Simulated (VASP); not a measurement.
A run of VASP 6.6.1:

File INCAR:

```
PREC = Accurate ; ENCUT = 520
EDIFF = 1E-6 ; ISMEAR = 0
SIGMA = 0.05 ; LREAL = False
LASPH = True ; NELM = 100
ALGO = Normal ; ISIF = 2
LWAVE = False ; LCHARG = True
GGA = PE ; LELF = True
LVHAR = True ; NBANDS = 31
```

Contents of KPOINTS:

```
regular mesh
0
Gamma
  6 6 8
```

Contents of POSCAR:

```
HfO2
1.0
    4.7591846837      0.0000000000      0.0000000000
    0.0000000000      4.7591846837      0.0000000000
    0.0000000000      0.0000000000      3.1569423752
Hf O
2 4
Direct
    0.0000000000      0.0000000000     -0.0209086807
    0.5000000000      0.5000000000      0.5209086807
    0.1948161092      0.8051838908      0.4932900522
    0.3051838908      0.3051838908      0.0067099478
    0.6948161092      0.6948161092      0.0067099478
    0.8051838908      0.1948161092      0.4932900522
```

Potentials or basis: VASP PAW PBE potentials, release 64 (Hf_pv, O).

The run is started by

```bash
$ cat potpaw_PBE.64/Hf_pv/POTCAR potpaw_PBE.64/O/POTCAR > POTCAR
$ mpirun -np 1 vasp_std > vasp.out
```

Hardware: 1 thread of Intel(R) Xeon(R) 6975P-C (Granite Rapids), with other jobs on the host.

Estimate the wall time of this run.

Wall time 32 s on 1 thread of Intel(R) Xeon(R) 6975P-C (Granite Rapids), with other jobs on the host, peak memory 0.23 GiB. Counts: scf iterations 14, k points 50.
